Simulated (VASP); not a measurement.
# KMgF3 (Cmmm) in VASP: further runs, part 2 of 2

VASP 6.6.1.

## (3) Single point, LDA (strain +0.0175 x Voigt [0, 0, 0, 0, 0, 1])

INCAR

```
PREC = Accurate
ENCUT = 520
EDIFF = 1E-6
ISMEAR = 0
SIGMA = 0.05
LREAL = False
LASPH = True
NELM = 80
ALGO = Normal
ISIF = 2
LWAVE = False
LCHARG = False
NBANDS = 24
```

KPOINTS

```
regular mesh
0
Gamma
  6 6 6
```

POSCAR

```
KMgF3
1.0
    3.9859000000      0.0348766250      0.0000000000
    0.0348766250      3.9859000000      0.0000000000
    0.0000000000      0.0000000000      3.9859000000
K Mg F
1 1 3
Direct
    0.5000000000      0.5000000000      0.5000000000
    0.0000000000      0.0000000000      0.0000000000
    0.5000000000      0.0000000000      0.0000000000
    0.0000000000      0.5000000000      0.0000000000
    0.0000000000      0.0000000000      0.5000000000
```

Potentials or basis: VASP PAW LDA potentials, release 64 (K_sv, Mg, F).

On the command line:

```bash
> cat potpaw_LDA.64/K_sv/POTCAR potpaw_LDA.64/Mg/POTCAR potpaw_LDA.64/F/POTCAR > POTCAR
> mpirun -np 1 vasp_std > vasp.out
```

OUTCAR:

```text
PREC = Accurate
   ENCUT = 520
   EDIFF = 1E-6
   ISMEAR = 0
   LREAL = False
   LASPH = True
   NELM = 80
   ISIF = 2

 ion  position               nearest neighbor table
   1  0.500  0.500  0.500-   5 2.79   5 2.79   3 2.82   4 2.82   3 2.82   3 2.82   3 2.82   4 2.82
                             4 2.82   4 2.82   5 2.84   5 2.84   2 3.43   2 3.43   2 3.43   2 3.43
   2  0.000  0.000  0.000-   5 1.99   5 1.99   3 1.99   4 1.99   4 1.99   3 1.99   1 3.43   1 3.43
                             1 3.43   1 3.43   1 3.47   1 3.47   1 3.47   1 3.47
   3  0.500  0.000  0.000-   2 1.99   2 1.99   1 2.82   1 2.82   1 2.82   1 2.82
   4  0.000  0.500  0.000-   2 1.99   2 1.99   1 2.82   1 2.82   1 2.82   1 2.82
   5  0.000  0.000  0.500-   2 1.99   2 1.99   1 2.79   1 2.79   1 2.84   1 2.84

  LATTYP: Found a base centered orthorhombic cell.
 ALAT       =     5.5875908422
 B/A-ratio  =     1.0176544767
 C/A-ratio  =     0.7133485813

  Lattice vectors:

 A1 = (  -0.0348766250,  -3.9859000000,   0.0000000000)
 A2 = (   3.9859000000,   0.0348766250,   0.0000000000)
 A3 = (   0.0000000000,   0.0000000000,   3.9859000000)

Analysis of symmetry for initial positions (statically):
=====================================================================
 Subroutine PRICEL returns:
 Original cell was already a primitive cell.

 Routine SETGRP: Setting up the symmetry group for a
 base centered orthorhombic supercell.

 Subroutine GETGRP returns: Found  8 space group operations
 (whereof  8 operations were pure point group operations)
 out of a pool of  8 trial point group operations.

The static configuration has the point symmetry D_2h.

Analysis of symmetry for dynamics (positions and initial velocities):
=====================================================================
 Subroutine PRICEL returns:
 Original cell was already a primitive cell.

 Routine SETGRP: Setting up the symmetry group for a
 base centered orthorhombic supercell.

 Subroutine GETGRP returns: Found  8 space group operations
 (whereof  8 operations were pure point group operations)
 out of a pool of  8 trial point group operations.

The dynamic configuration has the point symmetry D_2h.

 Subroutine INISYM returns: Found  8 space group operations
 (whereof  8 operations are pure point group operations),
 and found     1 'primitive' translations

----------------------------------------------------------------------------------------

                                     Primitive cell

  volume of cell :      63.3207

  direct lattice vectors                    reciprocal lattice vectors
     3.985900000  0.034876625  0.000000000     0.250903577 -0.002195406  0.000000000
     0.034876625  3.985900000  0.000000000    -0.002195406  0.250903577  0.000000000
     0.000000000  0.000000000  3.985900000     0.000000000  0.000000000  0.250884367

  length of vectors
     3.986052582  3.986052582  3.985900000     0.250913182  0.250913182  0.250884367

  position of ions in fractional coordinates (direct lattice)
     0.500000000  0.500000000  0.500000000
     0.000000000  0.000000000  0.000000000
     0.500000000  1.000000000  0.000000000
     1.000000000  0.500000000  0.000000000
     0.000000000  0.000000000  0.500000000

  ion indices of the primitive-cell ions
   primitive index   ion index
                 1           1
                 2           2
                 3           3
                 4           4
[... 34 lines left out ...]
  0.166667  0.166667  0.000000      2.000000
  0.333333  0.166667  0.000000      4.000000
[... 16 lines left out ...]
  0.333333  0.333333  0.166667      4.000000
  0.500000  0.333333  0.166667      8.000000
 [... further k-points ...]
   k-points           NKPTS =     52   k-points in BZ     NKDIM =     52   number of bands    NBANDS=     24
   number of dos      NEDOS =    301   number of ions     NIONS =      5
   total plane-waves  NPLWV =  27000
   dimension x,y,z NGX =    30 NGY =   30 NGZ =   30
   dimension x,y,z NGXF=    60 NGYF=   60 NGZF=   60
   ions per type =               1   1   3
   NGX,Y,Z   is equivalent  to a cutoff of  12.51, 12.51, 12.51 a.u.
   NGXF,Y,Z  is equivalent  to a cutoff of  25.02, 25.02, 25.03 a.u.
 SYSTEM =  unknown system
   PREC   = accura    normal or accurate (medium, high low for compatibility)
   ISTART =      0    job   : 0-new  1-cont  2-samecut
   ICHARG =      2    charge: 1-file 2-atom 10-const
   ISPIN  =      1    spin polarized calculation?
   LNONCOLLINEAR =      F non collinear calculations
   LSORBIT =      F    spin-orbit coupling
   LASPH  =      T    aspherical Exc in radial PAW
   ENCUT  =  520.0 eV  38.22 Ry    6.18 a.u.   7.41  7.41  7.41*2*pi/ulx,y,z
   NELM   =     80;   NELMIN=  2; NELMDL= -5     # of ELM steps
   EDIFF  = 0.1E-05   stopping-criterion for ELM
   LREAL  =      F    real-space projection
   EDIFFG = 0.1E-04   stopping-criterion for IOM
   NSW    =      0    number of steps for IOM
   IBRION =     -1    ionic relax: 0-MD 1-quasi-New 2-CG
   NFREE  =      0    steps in history (QN), initial steepest desc. (CG)
   ISIF   =      2    stress and relaxation
   ISYM   =      2    0-nonsym 1-usesym 2-fastsym
   POTIM  = 0.5000    time-step for ionic-motion
   TEBEG  =    0.0;   TEEND  =   0.0 temperature during run
   PSTRESS=    0.0 pullay stress
   NELECT =      32.0000    total number of electrons
   NUPDOWN=      -1.0000    fix difference up-down
   EMIN   =  10.00;   EMAX   =-10.00  energy-range for DOS
   EFERMI =   0.00;   METHOD = LEGACY
   ISMEAR =     0;   SIGMA  =   0.05  broadening in eV -4-tet -1-fermi 0-gaus
   EFERMI_NEDOS =   21; number of points for ismear=-14 and -15
   IALGO  =     38    algorithm
   IMIX   =      4    mixing-type and parameters
     AMIX     =   0.40;   BMIX     =  1.00
     AMIX_MAG =   1.60;   BMIX_MAG =  1.00
  volume/ion in A,a.u.               =      12.66        85.46
  Fermi-wavevector in a.u.,A,eV,Ry     =   1.303996  2.464195 23.135413  1.700405
  Thomas-Fermi vector in A             =   2.434961
   LORBIT       =      0    0 simple, 1 ext, 2 COOP (PROOUT), +10 PAW based schemes
   GGA     = CA    functional components
   LHFCALC =     F    Hartree Fock is set to
   AEXX    =    0.0000 exact exchange contribution
   IVDW    =     0    specifies the selected vdW correction
   LEPSILON=     F    determine dielectric tensor
   LRPA    =     F    only Hartree local field effects (RPA)
 non-spin polarized calculation
 Gauss-broadening in eV      SIGMA  =   0.05
  energy-cutoff  :      520.00
  volume of cell :       63.32
 maximum number of plane-waves:      1743
 NGX is ok and might be reduce to    30
   NGX = 15   NGY = 15   NGZ = 15

 number of electron      31.9999955 magnetization

 Free energy of the ion-electron system (eV)
  ---------------------------------------------------
  ext. energy  EPLUGINS =         0.00000000
  ---------------------------------------------------
  free energy    TOTEN  =       -27.06414319 eV

  energy without entropy =      -27.06414319  energy(sigma->0) =      -27.06414319

 E-fermi :  -1.7310     XC(G=0): -10.4090

 val. band max:       -1.9881868414   @ k =   0.5000   0.5000   0.5000
 cond. band min:       4.9615630351   @ k =   0.0000   0.0000   0.0000
 fundamental gap:      6.9497498764
 Fermi energy:        -1.7310328731

 k-point     1 :       0.0000    0.0000    0.0000
  band No.  band energies     occupation
      1     -27.1657      2.00000
      2     -21.7202      2.00000
      3     -21.0249      2.00000
      4     -21.0228      2.00000
      5     -10.9185      2.00000
      6     -10.9081      2.00000
[... 637 lines left out ...]
     23      12.1496      0.00000
     24      12.9680      0.00000

 [... further k-points ...]

------------------------ aborting loop because EDIFF is reached ----------------------------------------

  FORCE on cell =-STRESS in cart. coord.  units (eV):
  Direction    XX          YY          ZZ          XY          YZ          ZX
  --------------------------------------------------------------------------------------
  -------------------------------------------------------------------------------------
  Total       -2.0721658     -2.0721658     -2.0753527     -0.3094637      0.0000000      0.0000000
  in kB      -52.4311206    -52.4311206    -52.5117567     -7.8302262      0.0000000      0.0000000
  external PRESSURE =     -52.4579993 kB  Pullay stress =       0.0000000 kB

 VOLUME and BASIS-vectors are now :
 -----------------------------------------------------------------------------
  energy-cutoff  :      520.00
  volume of cell :       63.32
      direct lattice vectors                 reciprocal lattice vectors
     3.985900000  0.034876625  0.000000000     0.250903577 -0.002195406  0.000000000
     0.034876625  3.985900000  0.000000000    -0.002195406  0.250903577  0.000000000
     0.000000000  0.000000000  3.985900000     0.000000000  0.000000000  0.250884367

 POSITION                                       TOTAL-FORCE (eV/Angst)
 -----------------------------------------------------------------------------------
      2.01039      2.01039      1.99295        -0.000000      0.000000      0.000000
      0.00000      0.00000      0.00000         0.000000      0.000000      0.000000
      1.99295      0.01744      0.00000         0.000000      0.000000      0.000000
      0.01744      1.99295      0.00000        -0.000000      0.000000      0.000000
      0.00000      0.00000      1.99295         0.000000      0.000000      0.000000
 -----------------------------------------------------------------------------------
    total drift:                                0.000000     -0.000000      0.000000

  FREE ENERGIE OF THE ION-ELECTRON SYSTEM (eV)
  ---------------------------------------------------
  free  energy   TOTEN  =       -27.0641431893 eV

  energy  without entropy=      -27.0641431893  energy(sigma->0) =      -27.06414319
```

OSZICAR:

```text
N       E                     dE             d eps       ncg     rms          rms(c)
DAV:   1     0.227700684344E+03    0.22770E+03   -0.17314E+04  2560   0.128E+03
DAV:   2    -0.168887907536E+02   -0.24459E+03   -0.23479E+03  3096   0.353E+02
DAV:   3    -0.286589447530E+02   -0.11770E+02   -0.11701E+02  3584   0.718E+01
DAV:   4    -0.291880403151E+02   -0.52910E+00   -0.52895E+00  3336   0.988E+00
DAV:   5    -0.291917083642E+02   -0.36680E-02   -0.36680E-02  3424   0.823E-01    0.853E+00
DAV:   6    -0.271549817459E+02    0.20367E+01   -0.65352E+00  2944   0.184E+01    0.399E+00
DAV:   7    -0.271032328194E+02    0.51749E-01   -0.24132E-01  2992   0.276E+00    0.248E+00
DAV:   8    -0.270655664189E+02    0.37666E-01   -0.69960E-02  3112   0.240E+00    0.334E-01
DAV:   9    -0.270641586064E+02    0.14078E-02   -0.13484E-02  3248   0.804E-01    0.120E-01
DAV:  10    -0.270641540709E+02    0.45355E-05   -0.11396E-03  3152   0.204E-01    0.519E-02
DAV:  11    -0.270641427241E+02    0.11347E-04   -0.68233E-05  3264   0.628E-02    0.184E-02
DAV:  12    -0.270641431893E+02   -0.46515E-06   -0.16133E-06  2928   0.882E-03
   1 F= -.27064143E+02 E0= -.27064143E+02  d E =-.124262E-14
```

Run time: 36 s. Hardware: 1 thread of Intel Xeon Platinum 8488C (Sapphire Rapids), shared host; peak memory 0.19 GiB.

What came out:

| Property | Result |
| --- | --- |
| Free energy | -27.0641 eV |
| Pressure | -5.2 GPa |
| Band gap on the k mesh | 6.95 eV, indirect (least direct gap 7.25 eV) |

Stress tensor (GPa, compression positive):
```
-5.24 -0.78  0.00
-0.78 -5.24  0.00
 0.00  0.00 -5.25
```

Caveat: the cell differs from its parent crystal (strain +0.0175 x Voigt [0, 0, 0, 0, 0, 1]).

## (4) Single point, LDA (strain +0.0125 x Voigt [0, 0, 0, 0, 0, 1])

INCAR

```
SYSTEM = KMgF3
ALGO = Normal
EDIFF = 1E-6
ENCUT = 520
GGA = CA
ISIF = 2
ISMEAR = 0
LASPH = .TRUE.
LCHARG = .FALSE.
LREAL = .FALSE.
LWAVE = .FALSE.
NBANDS = 24
NELM = 60
PREC = Accurate
SIGMA = 0.05
```

KPOINTS

```
k-points
0
G
  6 6 6
  0 0 0
```

Edit POSCAR of step 3 so:

```diff
@@ -2,4 +2,4 @@
 1.0
-    3.9859000000      0.0348766250      0.0000000000
-    0.0348766250      3.9859000000      0.0000000000
+    3.9859000000      0.0249118750      0.0000000000
+    0.0249118750      3.9859000000      0.0000000000
     0.0000000000      0.0000000000      3.9859000000
```

On the command line:

```bash
> cat potpaw_LDA.64/K_sv/POTCAR potpaw_LDA.64/Mg/POTCAR potpaw_LDA.64/F/POTCAR > POTCAR
> mpirun -np 1 vasp_std > vasp.out
```

Wall time 39 s (1 thread of Intel Xeon Platinum 8488C (Sapphire Rapids), shared host); peak memory 0.19 GiB.

The run converged. Its results:

```yaml
Free_energy: -27.0654 eV
Pressure: -5.3 GPa
Band_gap_on_the_k_mesh: 6.95 eV, indirect (least direct gap 7.26 eV)
```

Stress tensor (GPa, compression positive):
```
-5.25 -0.56  0.00
-0.56 -5.25  0.00
 0.00  0.00 -5.26
```

Levels at points of the mesh, in eV from the valence-band top:
| k point | band 12 | band 13 | band 14 | band 15 | band 16 | band 17 | band 18 | band 19 | band 20 | band 21 |
| --- | --- | --- | --- | --- | --- | --- | --- | --- | --- | --- |
| (0.00, 0.00, 0.00) | -0.64 | -0.63 | -0.35 | -0.33 | -0.31 | 6.95 | 9.77 | 9.77 | 11.98 | 12.02 |
| (0.50, 0.00, 0.00) | -0.91 | -0.89 | -0.89 | -0.55 | -0.55 | 9.78 | 10.12 | 10.86 | 12.63 | 12.64 |
| (0.50, 0.50, 0.00) | -1.09 | -1.07 | -0.92 | -0.92 | -0.02 | 10.68 | 11.42 | 12.24 | 12.27 | 12.63 |
| (0.00, 0.00, 0.50) | -0.91 | -0.89 | -0.89 | -0.59 | -0.50 | 9.78 | 10.12 | 10.86 | 12.58 | 12.69 |
| (0.50, 0.00, 0.50) | -1.08 | -1.08 | -0.92 | -0.92 | -0.03 | 10.68 | 11.42 | 12.26 | 12.26 | 12.66 |
| (0.50, 0.50, 0.50) | -1.15 | -1.15 | -0.01 | 0.00 | 0.00 | 10.13 | 10.17 | 10.21 | 13.56 | 14.03 |

Caveat: the cell differs from its parent crystal (strain +0.0125 x Voigt [0, 0, 0, 0, 0, 1]). A k mesh can miss the band edges.

## (5) Single point, LDA (strain +0.0075 x Voigt [0, 0, 0, 0, 0, 1])

INCAR

```
SYSTEM = KMgF3
  PREC = Accurate
  ENCUT = 520
  EDIFF = 1E-6
  ISMEAR = 0
  SIGMA = 0.05
  LREAL = .False.
  LASPH = .True.
  NELM = 100
  ALGO = Normal
  ISIF = 2
  LWAVE = .False.
  LCHARG = .True.
  GGA = CA
  LELF = .True.
  LVHAR = .True.
  NBANDS = 24
```

KPOINTS

```
regular mesh
0
Gamma
  6 6 6
  0 0 0
```

Edit POSCAR of step 4 so:

```diff
@@ -2,4 +2,4 @@
 1.0
-    3.9859000000      0.0249118750      0.0000000000
-    0.0249118750      3.9859000000      0.0000000000
+    3.9859000000      0.0149471250      0.0000000000
+    0.0149471250      3.9859000000      0.0000000000
     0.0000000000      0.0000000000      3.9859000000
```

On the command line:

```bash
> cat potpaw_LDA.64/K_sv/POTCAR potpaw_LDA.64/Mg/POTCAR potpaw_LDA.64/F/POTCAR > POTCAR
> mpirun -np 1 vasp_std > vasp.out
```

Run time: 43 s. Hardware: 1 thread of Intel Xeon Platinum 8488C (Sapphire Rapids), shared host; peak memory 0.19 GiB.

Results (log left out):

```yaml
Free_energy: -27.0662 eV
Pressure: -5.3 GPa
Band_gap_on_the_k_mesh: 6.95 eV, indirect (least direct gap 7.27 eV)
```

Stress tensor (GPa, compression positive):
```
-5.25 -0.34  0.00
-0.34 -5.25  0.00
 0.00  0.00 -5.25
```

Levels at points of the mesh, in eV from the valence-band top:
```tsv
k point	band 13	band 14	band 15	band 16	band 17	band 18	band 19	band 20
(0.00, 0.00, 0.00)	-0.63	-0.34	-0.33	-0.31	6.95	9.77	9.78	12.00
(0.50, 0.00, 0.00)	-0.89	-0.89	-0.55	-0.55	9.78	10.12	10.86	12.63
(0.50, 0.50, 0.00)	-1.07	-0.92	-0.92	-0.02	10.68	11.43	12.25	12.27
(0.00, 0.00, 0.50)	-0.89	-0.89	-0.57	-0.52	9.78	10.12	10.86	12.60
(0.50, 0.00, 0.50)	-1.08	-0.92	-0.92	-0.02	10.68	11.43	12.26	12.26
(0.50, 0.50, 0.50)	-1.15	0.00	0.00	0.00	10.15	10.17	10.19	13.56
```

Caveat: the cell differs from its parent crystal (strain +0.0075 x Voigt [0, 0, 0, 0, 0, 1]).

## (6) Summary

| cell | gap on the mesh (eV) | pressure (GPa) |
| --- | --- | --- |
| a = 3.986 Å, angles 90.0, 90.0, 91.1°, 5 atoms | 6.95 | -5.2 |
| a = 3.986 Å, angles 90.0, 90.0, 89.0°, 5 atoms | 6.95 | -5.2 |
| a = 3.986 Å, angles 90.0, 90.0, 89.3°, 5 atoms | 6.95 | -5.3 |
| a = 3.986 Å, angles 90.0, 90.0, 89.6°, 5 atoms | 6.95 | -5.3 |

Alike in all rows: task single point; level LDA; potentials or basis VASP PAW LDA potentials, release 64 (K_sv, Mg, F); no spin polarisation; k mesh 6 × 6 × 6; cutoff (eV) 520; smearing gaussian 0.05 eV.

Total energies depend on the potentials used, so only differences within one code and one set of settings carry meaning.
